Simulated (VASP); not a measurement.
# As: single point with LDA

As, a slab with vacuum:

```xyz
2
Lattice="3.5760 0.0000 0.0000 -1.7880 3.0969 0.0000 0.0000 0.0000 28.0000" Properties=species:S:1:pos:R:3 pbc="T T T"
As    0.0000    2.0646   14.8880
As    1.7880    1.0323   13.1120
```

```json
{"Program": "VASP 6.6.1", "Task": "single point", "Functional": "LDA", "Potentials or basis": "VASP PAW LDA potentials, release 64 (As)", "Cutoff": "520 eV", "k mesh": "9 × 9 × 1", "Occupations": "gaussian, width 0.02 eV", "Spin": "no spin polarisation"}
```

| Item | Value |
| --- | --- |
| Largest force | 3.631 eV/Å |
| Band gap on the k mesh | zero (band 5 reaches -2.56 eV, above the bottom of band 6 at -2.91 eV) |

Forces in eV/Å, atoms in the order of the input:
```
As   0.000  0.000 -3.631
As   0.000  0.000  3.631
```

Levels at points of the mesh, in eV from the Fermi level:
```csv
k point,band 3,band 4,band 5,band 6,band 7,band 8
"(0.00, 0.00, 0.00)",-2.53,0.28,0.28,1.28,2.56,2.56
```

Run time: 59 s on 1 thread of Intel(R) Xeon(R) Platinum 8488C (Sapphire Rapids), on a shared host, peak memory 0.31 GiB.
